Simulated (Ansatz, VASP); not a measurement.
# One calculation of Al, two programs

```
Al
1.0
    -1.59270    1.58404    1.56525
     1.63844   -1.57777    1.60473
     1.56913    1.55420   -1.55898
Al
1
Direct
  0.00000 0.00000 0.00000
```

Alike in both runs: task single point; functional LDA; k mesh 9 × 8 × 9; occupations fermi-dirac, width 0.1 eV; no spin polarisation.

```csv
,VASP,Ansatz
version,VASP 6.6.1,Ansatz 0.2.0
potentials or method,"VASP PAW LDA potentials, release 64 (Al), cutoff 520 eV","plane waves, PAW"
valence electrons in the cell,3,3
```

VASP gave:

* pressure (GPa): 1.5
* traceless stress, the component that is largest in VASP (GPa): -1.36

Task: Which values does Ansatz return?

Result: Pressure (GPa): 1.4; traceless stress, the component that is largest in VASP (GPa): -1.36.

LDA's correlation is that of Perdew and Zunger in VASP and of Perdew and Wang (1992) in Ansatz. Ansatz's warnings: stress scf threshold loose.
